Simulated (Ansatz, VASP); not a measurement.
**One calculation of BP, two programs**

INCAR

```
SYSTEM = BP
PREC = Accurate
ENCUT = 500
EDIFF = 1E-6
ISMEAR = 0
SIGMA = 0.01
LREAL = .FALSE.
LASPH = .TRUE.
NELM = 120
ALGO = Normal
ISIF = 2
LWAVE = .FALSE.
LCHARG = .FALSE.
GGA = PE
NBANDS = 11
GGA_COMPAT = .FALSE.
```

Contents of KPOINTS:

```
Automatic mesh
0
G
  8 8 8
  0 0 0
```

POSCAR

```
BP
1.0
    0.0000000000      2.3188224293      2.3188224293
    2.3188224293      0.0000000000      2.3188224293
    2.3188224293      2.3188224293      0.0000000000
B P
1 1
Direct
    0.0000000000      0.0000000000      0.0000000000
    0.2500000000      0.2500000000      0.2500000000
```

Input for Ansatz:

```yaml
crystal:
  lattice:
    - [0.0, 2.3188224293, 2.3188224293]
    - [2.3188224293, 0.0, 2.3188224293]
    - [2.3188224293, 2.3188224293, 0.0]
  atoms:
    - { symbol: B, position: [0.0, 0.0, 0.0] }
    - { symbol: P, position: [0.25, 0.25, 0.25] }
kpoints:
  mp_grid: { grid: [8, 8, 8] }
hamiltonian:
  xc: pbe
scf:
  occupations: { method: fixed }
  n_extra_bands: 4
output:
  forces: true
  stress: true
  eigenvalues: true
```

Alike in both runs: task single point; functional PBE; k mesh 8 × 8 × 8; no spin polarisation.

|  | VASP | Ansatz |
| --- | --- | --- |
| version | VASP 6.6.1 | Ansatz 0.2.0 |
| potentials or method | VASP PAW PBE potentials, release 64 (B, P) | plane waves, PAW |
| plane-wave cutoff (eV) | 500 | 420 |
| occupations | gaussian, width 0.01 eV | fixed |
| valence electrons in the cell | 8 | 8 |

Ansatz gave:

- gap on the k mesh at the Fermi level (eV): 1.35
- pressure (GPa): -8.4

Question: Which values does VASP return?

Answer: gap on the k mesh at the Fermi level (eV): 1.35; pressure (GPa): -8.6.
